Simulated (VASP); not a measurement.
# Co (P-3m1) in VASP: a series of runs

The runs below take Co through single point, with PBEsol, LDA.

All numbers are computed with VASP 6.6.1; they aren't measurements. Logs are shortened: lines on timing, memory, paths and dates and some standing lists are left out, and cuts for length are marked.

## Step 1: The cell of the first run

The structure is trigonal, space group P-3m1 (No. 164). Conventional cell: a = 2.454 Å, b = 2.454 Å, c = 4.008 Å, α = 90.00°, β = 90.00°, γ = 120.00°. Co (site symmetry 3m) has 12 Co at 2.39 to 2.52 Å within 3.2 Å.

## Step 2: Single point, PBEsol, collinear spin, ferromagnetic start

INCAR reads:

```
PREC = Accurate
ENCUT = 600
EDIFF = 1E-6
ISMEAR = -1
SIGMA = 0.05
LREAL = F
LASPH = T
NELM = 200
ALGO = Normal
ISIF = 2
LWAVE = F
LCHARG = F
ISPIN = 2
MAGMOM = 2 2
LORBIT = 11
LMAXMIX = 4
GGA = PS
NBANDS = 28
GGA_COMPAT = F
```

KPOINTS reads:

```
regular mesh
0
Gamma
  12 12 7
```

POSCAR reads:

```
Co
1.0
    2.4537477140      0.0000000000      0.0000000000
   -1.2268738570      2.1250078548      0.0000000000
    0.0000000000      0.0000000000      4.0083734539
Co
2
Direct
    0.3333333333      0.6666666667      0.7401390000
    0.6666666667      0.3333333333      0.2598610000
```

Potentials or basis: VASP PAW PBE potentials, release 64 (Co_sv).

Run with:

```bash
> cat potpaw_PBE.64/Co_sv/POTCAR > POTCAR
> mpirun -np 1 vasp_std > vasp.out
```

OUTCAR:

```text
PREC = Accurate
   ENCUT = 600
   EDIFF = 1E-6
   ISMEAR = -1
   LREAL = F
   LASPH = T
   NELM = 200
   ISIF = 2
   ISPIN = 2
   LORBIT = 11
   GGA = PS

 ion  position               nearest neighbor table
   1  0.333  0.667  0.740-   2 2.39   2 2.39   2 2.39   2 2.52   2 2.52   2 2.52
   2  0.667  0.333  0.260-   1 2.39   1 2.39   1 2.39   1 2.52   1 2.52   1 2.52

  LATTYP: Found a hexagonal cell.
 ALAT       =     2.4537477140
 C/A-ratio  =     1.6335719565

  Lattice vectors:

 A1 = (   2.4537477140,   0.0000000000,   0.0000000000)
 A2 = (  -1.2268738570,   2.1250078548,   0.0000000000)
 A3 = (   0.0000000000,   0.0000000000,   4.0083734539)

Analysis of symmetry for initial positions (statically):
=====================================================================
 Subroutine PRICEL returns:
 Original cell was already a primitive cell.

 Routine SETGRP: Setting up the symmetry group for a
 hexagonal supercell.

 Subroutine GETGRP returns: Found 12 space group operations
 (whereof 12 operations were pure point group operations)
 out of a pool of 24 trial point group operations.

The static configuration has the point symmetry D_3d.

Analysis of symmetry for dynamics (positions and initial velocities):
=====================================================================
 Subroutine PRICEL returns:
 Original cell was already a primitive cell.

 Routine SETGRP: Setting up the symmetry group for a
 hexagonal supercell.

 Subroutine GETGRP returns: Found 12 space group operations
 (whereof 12 operations were pure point group operations)
 out of a pool of 24 trial point group operations.

The dynamic configuration has the point symmetry D_3d.

Analysis of structural, dynamic, and magnetic symmetry:
=====================================================================
 Subroutine PRICEL returns:
 Original cell was already a primitive cell.

 Routine SETGRP: Setting up the symmetry group for a
 hexagonal supercell.

 Subroutine GETGRP returns: Found 12 space group operations
 (whereof 12 operations were pure point group operations)
 out of a pool of 24 trial point group operations.

The overall configuration has the point symmetry D_3d.

 Subroutine INISYM returns: Found 12 space group operations
 (whereof 12 operations are pure point group operations),
 and found     1 'primitive' translations

----------------------------------------------------------------------------------------

                                     Primitive cell

  volume of cell :      20.9006

  direct lattice vectors                    reciprocal lattice vectors
     2.453747714  0.000000000  0.000000000     0.407539860  0.235293248  0.000000000
    -1.226873857  2.125007855  0.000000000     0.000000000  0.470586496  0.000000000
     0.000000000  0.000000000  4.008373454     0.000000000  0.000000000  0.249477752

  length of vectors
     2.453747714  2.453747714  4.008373454     0.470586496  0.470586496  0.249477752

  position of ions in fractional coordinates (direct lattice)
     0.333333333  0.666666667  0.740139000
     0.666666667  0.333333333  0.259861000

  ion indices of the primitive-cell ions
   primitive index   ion index
                 1           1
                 2           2

----------------------------------------------------------------------------------------

 KPOINTS: regular mesh

Automatic generation of k-mesh.
 Grid dimensions read from file:
 generate k-points for:   12   12    7

 Generating k-lattice:

  Cartesian coordinates                     Fractional coordinates (reciprocal lattice)
     0.033961655  0.019607771  0.000000000     0.083333333 -0.000000000  0.000000000
     0.000000000  0.039215541  0.000000000     0.000000000  0.083333333  0.000000000
     0.000000000  0.000000000  0.035639679     0.000000000  0.000000000  0.142857143

  Length of vectors
     0.039215541  0.039215541  0.035639679

  Shift w.r.t. Gamma in fractional coordinates (k-lattice)
     0.000000000  0.000000000  0.000000000

 Subroutine IBZKPT returns following result:
 ===========================================

 Found    112 irreducible k-points:

 Following reciprocal coordinates:
            Coordinates               Weight
  0.000000  0.000000  0.000000      1.000000
  0.083333  0.000000  0.000000      6.000000
  0.166667  0.000000  0.000000      6.000000
  0.250000  0.000000  0.000000      6.000000
  0.333333  0.000000  0.000000      6.000000
  0.416667  0.000000  0.000000      6.000000
[... 16 lines left out ...]
  0.166667  0.000000  0.142857      6.000000
  0.000000  0.166667  0.142857      6.000000
 [... further k-points ...]
   k-points           NKPTS =    112   k-points in BZ     NKDIM =    112   number of bands    NBANDS=     28
   number of dos      NEDOS =    301   number of ions     NIONS =      2
   total plane-waves  NPLWV =  12800
   dimension x,y,z NGX =    20 NGY =   20 NGZ =   32
   dimension x,y,z NGXF=    40 NGYF=   40 NGZF=   64
   ions per type =               2
   NGX,Y,Z   is equivalent  to a cutoff of  13.55, 13.55, 13.27 a.u.
   NGXF,Y,Z  is equivalent  to a cutoff of  27.10, 27.10, 26.54 a.u.
 SYSTEM =  unknown system
   PREC   = accura    normal or accurate (medium, high low for compatibility)
   ISTART =      0    job   : 0-new  1-cont  2-samecut
   ICHARG =      2    charge: 1-file 2-atom 10-const
   ISPIN  =      2    spin polarized calculation?
   LNONCOLLINEAR =      F non collinear calculations
   LSORBIT =      F    spin-orbit coupling
   LASPH  =      T    aspherical Exc in radial PAW
   ENCUT  =  600.0 eV  44.10 Ry    6.64 a.u.   4.90  4.90  8.01*2*pi/ulx,y,z
   NELM   =    200;   NELMIN=  2; NELMDL= -5     # of ELM steps
   EDIFF  = 0.1E-05   stopping-criterion for ELM
   LREAL  =      F    real-space projection
   EDIFFG = 0.1E-04   stopping-criterion for IOM
   NSW    =      0    number of steps for IOM
   IBRION =     -1    ionic relax: 0-MD 1-quasi-New 2-CG
   NFREE  =      0    steps in history (QN), initial steepest desc. (CG)
   ISIF   =      2    stress and relaxation
   ISYM   =      2    0-nonsym 1-usesym 2-fastsym
   POTIM  = 0.5000    time-step for ionic-motion
   TEBEG  =    0.0;   TEEND  =   0.0 temperature during run
   PSTRESS=    0.0 pullay stress
   NELECT =      34.0000    total number of electrons
   NUPDOWN=      -1.0000    fix difference up-down
   EMIN   =  10.00;   EMAX   =-10.00  energy-range for DOS
   EFERMI =   0.00;   METHOD = LEGACY
   ISMEAR =    -1;   SIGMA  =   0.05  broadening in eV -4-tet -1-fermi 0-gaus
   EFERMI_NEDOS =   21; number of points for ismear=-14 and -15
   IALGO  =     38    algorithm
   IMIX   =      4    mixing-type and parameters
     AMIX     =   0.40;   BMIX     =  1.00
     AMIX_MAG =   1.60;   BMIX_MAG =  1.00
  volume/ion in A,a.u.               =      10.45        70.52
  Fermi-wavevector in a.u.,A,eV,Ry     =   1.925373  3.638428 50.437641  3.707062
  Thomas-Fermi vector in A             =   2.958771
   LORBIT       =     11    0 simple, 1 ext, 2 COOP (PROOUT), +10 PAW based schemes
   GGA     = PS    functional components
   LHFCALC =     F    Hartree Fock is set to
   AEXX    =    0.0000 exact exchange contribution
   IVDW    =     0    specifies the selected vdW correction
   LEPSILON=     F    determine dielectric tensor
   LRPA    =     F    only Hartree local field effects (RPA)
 spin polarized calculation
  energy-cutoff  :      600.00
  volume of cell :       20.90
 maximum number of plane-waves:       717
   NGX =  9   NGY =  9   NGZ = 17

 number of electron      33.9999987 magnetization       3.1686972

 Free energy of the ion-electron system (eV)
  ---------------------------------------------------
  ext. energy  EPLUGINS =         0.00000000
  ---------------------------------------------------
  free energy    TOTEN  =       -15.60430067 eV

  energy without entropy =      -15.58867728  energy(sigma->0) =      -15.59648898

 E-fermi :  12.4501     XC(G=0): -14.3356

 val. band max:       12.4410388939   @ k =   0.2500   0.0000   0.2857
 cond. band min:      12.4501849238   @ k =   0.1667   0.0833   0.1429
 fundamental gap:      0.0091460299
 Fermi energy:        12.4501170779

 spin component 1

 k-point     1 :       0.0000    0.0000    0.0000
  band No.  band energies     occupation
      1     -83.3535      1.00000
      2     -83.2847      1.00000
      3     -46.9033      1.00000
      4     -46.5690      1.00000
      5     -46.5690      1.00000
      6     -46.5237      1.00000
[... 20 lines left out ...]
     27      38.8801      0.00000
     28      38.8801      0.00000

 k-point     2 :       0.0833    0.0000    0.0000
  band No.  band energies     occupation
      1     -83.3495      1.00000
      2     -83.2829      1.00000
      3     -46.8948      1.00000
      4     -46.5880      1.00000
      5     -46.5750      1.00000
      6     -46.5330      1.00000
[... 674 lines left out ...]
 k-point    24 :       0.0000    0.1667    0.1429
  band No.  band energies     occupation
      1     -83.3359      1.00000
      2     -83.2807      1.00000
      3     -46.8580      1.00000
      4     -46.6356      1.00000
      5     -46.5981      1.00000
      6     -46.5879      1.00000
[... 20 lines left out ...]
     27      39.3285      0.00000
     28      40.3305      0.00000

 [... further k-points ...]

 spin component 2

 k-point     1 :       0.0000    0.0000    0.0000
  band No.  band energies     occupation
      1     -81.3520      1.00000
      2     -81.2785      1.00000
      3     -44.9648      1.00000
      4     -44.6157      1.00000
      5     -44.6157      1.00000
      6     -44.5565      1.00000
[... 20 lines left out ...]
     27      39.2638      0.00000
     28      39.2638      0.00000

 k-point     2 :       0.0833    0.0000    0.0000
  band No.  band energies     occupation
      1     -81.3478      1.00000
      2     -81.2765      1.00000
      3     -44.9556      1.00000
      4     -44.6362      1.00000
      5     -44.6221      1.00000
      6     -44.5774      1.00000
[... 674 lines left out ...]
 k-point    24 :       0.0000    0.1667    0.1429
  band No.  band energies     occupation
      1     -81.3332      1.00000
      2     -81.2741      1.00000
      3     -44.9158      1.00000
      4     -44.6875      1.00000
      5     -44.6462      1.00000
      6     -44.6362      1.00000
[... 20 lines left out ...]
     27      39.5835      0.00000
     28      40.6525      0.00000

 [... further k-points ...]
[... 5 lines left out ...]
  --------------------------------------------------------------------------------------
  -------------------------------------------------------------------------------------
  Total       -0.4800914     -0.4800914     -0.8861281      0.0000000     -0.0000000     -0.0000000
  in kB      -36.8023745    -36.8023745    -67.9279422      0.0000000     -0.0000000     -0.0000000
  external PRESSURE =     -47.1775637 kB  Pullay stress =       0.0000000 kB

 VOLUME and BASIS-vectors are now :
 -----------------------------------------------------------------------------
  energy-cutoff  :      600.00
  volume of cell :       20.90
      direct lattice vectors                 reciprocal lattice vectors
     2.453747714  0.000000000  0.000000000     0.407539860  0.235293248  0.000000000
    -1.226873857  2.125007855  0.000000000     0.000000000  0.470586496  0.000000000
     0.000000000  0.000000000  4.008373454     0.000000000  0.000000000  0.249477752

 POSITION                                       TOTAL-FORCE (eV/Angst)
 -----------------------------------------------------------------------------------
     -0.00000      1.41667      2.96675         0.000000      0.000000      0.586870
      1.22687      0.70834      1.04162        -0.000000     -0.000000     -0.586870
 -----------------------------------------------------------------------------------
    total drift:                               -0.000000      0.000000      0.000000

  FREE ENERGIE OF THE ION-ELECTRON SYSTEM (eV)
  ---------------------------------------------------
  free  energy   TOTEN  =       -15.6043006681 eV

  energy  without entropy=      -15.5886772837  energy(sigma->0) =      -15.59648898

 total charge

# of ion       s       p       d       tot
------------------------------------------
    1        2.256   6.130   6.696  15.082
    2        2.256   6.130   6.696  15.082
--------------------------------------------------
tot          4.511  12.260  13.392  30.164

 magnetization (x)

# of ion       s       p       d       tot
------------------------------------------
    1       -0.005  -0.014   1.660   1.641
    2       -0.005  -0.014   1.660   1.641
--------------------------------------------------
tot         -0.010  -0.027   3.319   3.282
```

It took 56 s on 1 thread of Intel Xeon 6975P-C (Granite Rapids), shared host; peak memory 0.22 GiB.

What came out:

| Quantity | Value |
| --- | --- |
| Free energy | -15.6043 eV |
| Pressure | -4.7 GPa |
| Largest force | 0.587 eV/Å |
| Net moment | 3.17 μB per cell |
| Site moments | Co +1.64 μB |
| Valence electrons inside the program's atomic spheres | Co 15.08 |

Forces in eV/Å, atoms in the order of the input:
```
Co   0.000  0.000  0.587
Co   0.000  0.000 -0.587
```

Stress tensor (GPa, compression positive):
```
-3.68  0.00  0.00
 0.00 -3.68  0.00
 0.00  0.00 -6.79
```

Caveat: the cell stands under tension; the PAW data sets were made with another functional, which shifts forces and pressure a little.

## Step 3: Single point, LDA, collinear spin, ferromagnetic start

This run uses another cell than the first one, of 10.23 Å³/atom.

INCAR reads:

```
PREC = Accurate ; ENCUT = 600
EDIFF = 1E-6 ; ISMEAR = -1
SIGMA = 0.05 ; LREAL = False
LASPH = True ; NELM = 200
ALGO = Normal ; ISIF = 2
LWAVE = False ; LCHARG = True
ISPIN = 2 ; MAGMOM = 2 2
LORBIT = 11 ; LMAXMIX = 4
GGA = CA ; LELF = True
LVHAR = True ; NBANDS = 28
GGA_COMPAT = False
```

KPOINTS reads:

```
Automatic mesh
0
Gamma
  12 12 7
```

POSCAR reads:

```
Co
1.0
    2.4365880777      0.0000000000      0.0000000000
   -1.2182940388      2.1101471738      0.0000000000
    0.0000000000      0.0000000000      3.9803419532
Co
2
Direct
    0.3333333333      0.6666666667      0.7401390000
    0.6666666667      0.3333333333      0.2598610000
```

Potentials or basis: VASP PAW LDA potentials, release 64 (Co_sv).

Run with:

```bash
> cat potpaw_LDA.64/Co_sv/POTCAR > POTCAR
> mpirun -np 1 vasp_std > vasp.out
```

Wall time 61 s (1 thread of Intel Xeon 6975P-C (Granite Rapids), shared host); peak memory 0.21 GiB.

It converged, with:

```
Free energy                                           : -16.3183 eV
Pressure                                              : -8.8 GPa
Largest force                                         : 0.642 eV/Å
Net moment                                            : 2.99 μB per cell
Site moments                                          : Co +1.52 μB
Valence electrons inside the program's atomic spheres : Co 15.12
```

Forces on the atoms (eV/Å):
```
Co   0.000  0.000  0.642
Co   0.000  0.000 -0.642
```

Stress tensor (GPa, compression positive):
```
 -7.81   0.00   0.00
  0.00  -7.81   0.00
  0.00   0.00 -10.68
```

Levels at points of the mesh, in eV from the Fermi level:
Spin up:
| k point | band 15 | band 16 | band 17 | band 18 | band 19 | band 20 | band 21 | band 22 |
| --- | --- | --- | --- | --- | --- | --- | --- | --- |
| (0.00, 0.00, 0.00) | -2.22 | -1.73 | -1.73 | -0.54 | -0.54 | -0.25 | 6.76 | 22.47 |
| (0.50, 0.00, 0.00) | -2.11 | -0.38 | -0.33 | -0.19 | 1.59 | 3.73 | 9.90 | 10.96 |
Spin down:
```
           k point  band 12  band 13  band 14  band 15  band 16  band 17  band 18  band 19
(0.00, 0.00, 0.00)    -1.17    -1.17    -0.82    -0.82    -0.23    -0.23    -0.07     1.05
(0.50, 0.00, 0.00)    -1.86    -1.30    -1.22    -0.78     1.20     1.30     1.39     2.72
```

Caveat: the cell stands under tension.
